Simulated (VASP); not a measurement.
# Be2Si in VASP: settings compared, part 2 of 2

VASP 6.6.1. The steps go on from the part before.

## Step 5: Single point, PBE

This run uses another cell than the first one, of 12.02 Å³/atom, 0.980 times its volume.

File INCAR:

```
SYSTEM = Be2Si
PREC     = Accurate       ! precision mode
ENCUT    = 520            ! plane-wave cutoff, eV
EDIFF    = 1E-6           ! SCF threshold, eV
ISMEAR   = -1             ! smearing method
SIGMA    = 0.05           ! smearing width, eV
LREAL    = .False.        ! projectors in reciprocal space
LASPH    = .True.         ! aspherical terms in the spheres
NELM     = 100            ! most SCF steps
ALGO     = Fast           ! electronic algorithm
ISIF     = 2              ! what is computed and relaxed
LWAVE    = .False.        ! write WAVECAR
LCHARG   = .False.        ! write CHGCAR
GGA      = PE             ! functional
NBANDS   = 11             ! bands
```

File KPOINTS:

```
regular mesh
0
Gamma
  7 7 7
  0 0 0
```

File POSCAR:

```
Be2Si
1.0
    0.0000000000      2.6400000000      2.5872000000
    2.6400000000      0.0000000000      2.5872000000
    2.6400000000      2.6400000000      0.0000000000
Si Be
1 2
Direct
    0.0000000000      0.0000000000      0.0000000000
    0.2500000000      0.2500000000      0.2500000000
    0.7500000000      0.7500000000      0.7500000000
```

Potentials or basis: VASP PAW PBE potentials, release 64 (Si, Be).

Command:

```sh
> cat potpaw_PBE.64/Si/POTCAR potpaw_PBE.64/Be/POTCAR > POTCAR
> mpirun -np 1 vasp_std > vasp.out
```

OUTCAR:

```text
SYSTEM = Be2Si
   PREC = Accurate
   ENCUT = 520
   EDIFF = 1E-6
   ISMEAR = -1
   LREAL = .False.
   LASPH = .True.
   NELM = 100
   ISIF = 2
   GGA = PE

 ion  position               nearest neighbor table
   1  0.000  0.000  0.000-   3 2.27   3 2.27   3 2.27   2 2.27   3 2.27   2 2.27   2 2.27   2 2.27

   2  0.250  0.250  0.250-   1 2.27   1 2.27   1 2.27   1 2.27
   3  0.750  0.750  0.750-   1 2.27   1 2.27   1 2.27   1 2.27

  LATTYP: Found a body centered tetragonal cell.
 ALAT       =     3.7335238047
 C/A-ratio  =     1.3859292911

  Lattice vectors:

 A1 = (   0.0000000000,  -2.6400000000,  -2.5872000000)
 A2 = (   0.0000000000,   2.6400000000,  -2.5872000000)
 A3 = (   2.6400000000,   0.0000000000,   2.5872000000)

Analysis of symmetry for initial positions (statically):
=====================================================================
 Subroutine PRICEL returns:
 Original cell was already a primitive cell.

 Routine SETGRP: Setting up the symmetry group for a
 body centered tetragonal supercell.

 Subroutine GETGRP returns: Found 16 space group operations
 (whereof 16 operations were pure point group operations)
 out of a pool of 16 trial point group operations.

[... 170 lines left out ...]

 k-point     1 :       0.0000    0.0000    0.0000
  band No.  band energies     occupation
      1      -5.3045      2.00000
      2       7.1704      0.00257
      3       7.2990      0.00020
      4       7.2990      0.00020
      5       7.6578      0.00000
      6       7.6578      0.00000
      7       7.8282      0.00000
      8      13.1544      0.00000
      9      14.2476      0.00000
     10      14.2476      0.00000
     11      14.4673      0.00000
[... 309 lines left out ...]
 k-point    24 :      -0.4286    0.2857    0.1429
  band No.  band energies     occupation
      1      -2.4881      2.00000
      2       0.4594      2.00000
      3       2.5761      2.00000
      4       3.7206      2.00000
      5       8.8112      0.00000
      6       9.5029      0.00000
      7      11.7467      0.00000
      8      12.9662      0.00000
      9      15.1400      0.00000
     10      15.9346      0.00000
     11      17.4068      0.00000

 [... further k-points ...]
[... 5 lines left out ...]
  --------------------------------------------------------------------------------------
  -------------------------------------------------------------------------------------
  Total        0.4891055      0.4891055      0.5993105      0.0000000     -0.0000000      0.0000000
  in kB       21.7292767     21.7292767     26.6253078      0.0000000     -0.0000000      0.0000000
  external PRESSURE =      23.3612871 kB  Pullay stress =       0.0000000 kB

 VOLUME and BASIS-vectors are now :
 -----------------------------------------------------------------------------
  energy-cutoff  :      520.00
  volume of cell :       36.06
      direct lattice vectors                 reciprocal lattice vectors
     0.000000000  2.640000000  2.587200000    -0.189393939  0.189393939  0.193259122
     2.640000000  0.000000000  2.587200000     0.189393939 -0.189393939  0.193259122
     2.640000000  2.640000000  0.000000000     0.189393939  0.189393939 -0.193259122

 POSITION                                       TOTAL-FORCE (eV/Angst)
 -----------------------------------------------------------------------------------
      0.00000      0.00000      0.00000        -0.000000      0.000000     -0.000000
      1.32000      1.32000      1.29360         0.000000      0.000000     -0.000000
      3.96000      3.96000      3.88080         0.000000     -0.000000      0.000000
 -----------------------------------------------------------------------------------
    total drift:                               -0.000000      0.000000     -0.000000

  FREE ENERGIE OF THE ION-ELECTRON SYSTEM (eV)
  ---------------------------------------------------
  free  energy   TOTEN  =       -12.2296713477 eV

  energy  without entropy=      -12.2255310020  energy(sigma->0) =      -12.22760117
```

Run time: 26 s. Hardware: 1 thread of Intel Xeon 6975P-C, shared host; peak memory 0.15 GiB.

Results:

- Free energy: -12.2297 eV
- Pressure: 2.3 GPa
- Band gap on the k mesh: zero (band 4 reaches 7.30 eV, above the bottom of band 5 at 6.55 eV)

Stress tensor (GPa, compression positive):
```
2.17 0.00 0.00
0.00 2.17 0.00
0.00 0.00 2.66
```

## Step 6: Single point, PBE

This run uses another cell than the first one, of 12.14 Å³/atom, 0.990 times its volume.

File INCAR:

```
SYSTEM = Be2Si
ALGO = Normal ; EDIFF = 1E-6
ENCUT = 520 ; GGA = PE
ISIF = 2 ; ISMEAR = -1
LASPH = .True. ; LCHARG = .True.
LELF = .True. ; LREAL = .False.
LVHAR = .True. ; LWAVE = .False.
NBANDS = 11 ; NELM = 80
PREC = Accurate ; SIGMA = 0.05
```

File KPOINTS:

```
k-points
0
Gamma
  7 7 7
  0 0 0
```

File POSCAR:

```
Be2Si
1.0
    0.0000000000      2.6400000000      2.6136000000
    2.6400000000      0.0000000000      2.6136000000
    2.6400000000      2.6400000000      0.0000000000
Si Be
1 2
Direct
    0.0000000000      0.0000000000      0.0000000000
    0.2500000000      0.2500000000      0.2500000000
    0.7500000000      0.7500000000      0.7500000000
```

Potentials or basis: VASP PAW PBE potentials, release 64 (Si, Be).

Command:

```sh
> cat potpaw_PBE.64/Si/POTCAR potpaw_PBE.64/Be/POTCAR > POTCAR
> mpirun -np 1 vasp_std > vasp.out
```

OUTCAR:

```text
SYSTEM = Be2Si
   EDIFF = 1E-6
   ENCUT = 520
   GGA = PE
   ISIF = 2
   ISMEAR = -1
   LASPH = .True.
   LREAL = .False.
   NELM = 80
   PREC = Accurate

 ion  position               nearest neighbor table
   1  0.000  0.000  0.000-   3 2.28   3 2.28   3 2.28   2 2.28   3 2.28   2 2.28   2 2.28   2 2.28

   2  0.250  0.250  0.250-   1 2.28   1 2.28   1 2.28   1 2.28
   3  0.750  0.750  0.750-   1 2.28   1 2.28   1 2.28   1 2.28

  LATTYP: Found a body centered tetragonal cell.
 ALAT       =     3.7335238047
 C/A-ratio  =     1.4000714267

[... 520 lines left out ...]
      9      14.9616      0.00000
     10      15.7292      0.00000
     11      17.1208      0.00000

 [... further k-points ...]
[... 5 lines left out ...]
  --------------------------------------------------------------------------------------
  -------------------------------------------------------------------------------------
  Total        0.2730748      0.2730748      0.3297707      0.0000000      0.0000000      0.0000000
  in kB       12.0092324     12.0092324     14.5025925      0.0000000      0.0000000      0.0000000
  external PRESSURE =      12.8403525 kB  Pullay stress =       0.0000000 kB

 VOLUME and BASIS-vectors are now :
 -----------------------------------------------------------------------------
  energy-cutoff  :      520.00
  volume of cell :       36.43
      direct lattice vectors                 reciprocal lattice vectors
     0.000000000  2.640000000  2.613600000    -0.189393939  0.189393939  0.191307009
     2.640000000  0.000000000  2.613600000     0.189393939 -0.189393939  0.191307009
     2.640000000  2.640000000  0.000000000     0.189393939  0.189393939 -0.191307009

 POSITION                                       TOTAL-FORCE (eV/Angst)
 -----------------------------------------------------------------------------------
      0.00000      0.00000      0.00000        -0.000000      0.000000      0.000000
      1.32000      1.32000      1.30680         0.000000     -0.000000      0.000000
      3.96000      3.96000      3.92040        -0.000000      0.000000      0.000000
 -----------------------------------------------------------------------------------
    total drift:                                0.000000      0.000000     -0.000000

  FREE ENERGIE OF THE ION-ELECTRON SYSTEM (eV)
  ---------------------------------------------------
  free  energy   TOTEN  =       -12.2343970362 eV

  energy  without entropy=      -12.2298366481  energy(sigma->0) =      -12.23211684
```

OSZICAR:

```text
N       E                     dE             d eps       ncg     rms          rms(c)
DAV:   1     0.300364995011E+01    0.30036E+01   -0.31340E+03   880   0.568E+02
DAV:   2    -0.118343239019E+02   -0.14838E+02   -0.13988E+02  1251   0.885E+01
DAV:   3    -0.123398510544E+02   -0.50553E+00   -0.50055E+00  1189   0.121E+01
DAV:   4    -0.123428987268E+02   -0.30477E-02   -0.30457E-02  1151   0.110E+00
DAV:   5    -0.123429196658E+02   -0.20939E-04   -0.20938E-04  1132   0.868E-02    0.396E+00
DAV:   6    -0.122634341821E+02    0.79485E-01   -0.35316E-02  1018   0.906E-01    0.242E+00
DAV:   7    -0.122340363028E+02    0.29398E-01   -0.39943E-02  1063   0.108E+00    0.167E-01
DAV:   8    -0.122342525815E+02   -0.21628E-03   -0.23558E-03  1046   0.246E-01    0.107E-01
DAV:   9    -0.122343795352E+02   -0.12695E-03   -0.14896E-04  1039   0.735E-02    0.444E-02
DAV:  10    -0.122343973616E+02   -0.17826E-04   -0.20833E-05  1042   0.287E-02    0.604E-03
DAV:  11    -0.122343970362E+02    0.32547E-06   -0.56206E-07   952   0.588E-03
   1 F= -.12234397E+02 E0= -.12232117E+02  d E =-.456039E-02
```

stdout:

```text
POSCAR found type information on POSCAR SiBe
 POSCAR found :  2 types and       3 ions
 scaLAPACK will be used
 LDA part: xc-table for (Slater+PW92), standard interpolation
 POSCAR, INCAR and KPOINTS ok, starting setup
 FFT: planning ... GRIDC
 FFT: planning ... GRID_SOFT
 FFT: planning ... GRID
 WAVECAR not read
 entering main loop
```

Wall time 25 s (1 thread of Intel Xeon 6975P-C, shared host); peak memory 0.15 GiB.

What came out:

```yaml
Free_energy: -12.2344 eV
Pressure: 1.3 GPa
Band_gap_on_the_k_mesh: zero (band 4 reaches 7.19 eV, above the bottom of band 5 at 6.52 eV)
```

## Step 7: Summary

```csv
level,cell,k mesh,gap on the mesh (eV),pressure (GPa)
BLYP,"a = 3.734 Å, angles 60.0°, 3 atoms",5 × 5 × 5,none,2.6
PBE,"a = 3.734 Å, angles 60.0°, 3 atoms",7 × 7 × 7,none,0.3
r2SCAN,"a = 3.734 Å, angles 60.0°, 3 atoms",5 × 5 × 5,none,0.3
PBE,"a = 3.696, b = 3.696, c = 3.734 Å, angles 59.7, 59.7, 60.7°, 3 atoms",7 × 7 × 7,none,2.3
PBE,"a = 3.715, b = 3.715, c = 3.734 Å, angles 59.8, 59.8, 60.3°, 3 atoms",7 × 7 × 7,none,1.3
```

Alike in all rows: task single point; potentials or basis VASP PAW PBE potentials, release 64 (Si, Be); no spin polarisation; cutoff (eV) 520; smearing fermi-dirac 0.05 eV.

Caveats: some runs use coarse meshes; the PAW data sets were made with another functional, which shifts forces and pressure a little (some runs).

Absolute energies hang on the potentials; compare differences alone.
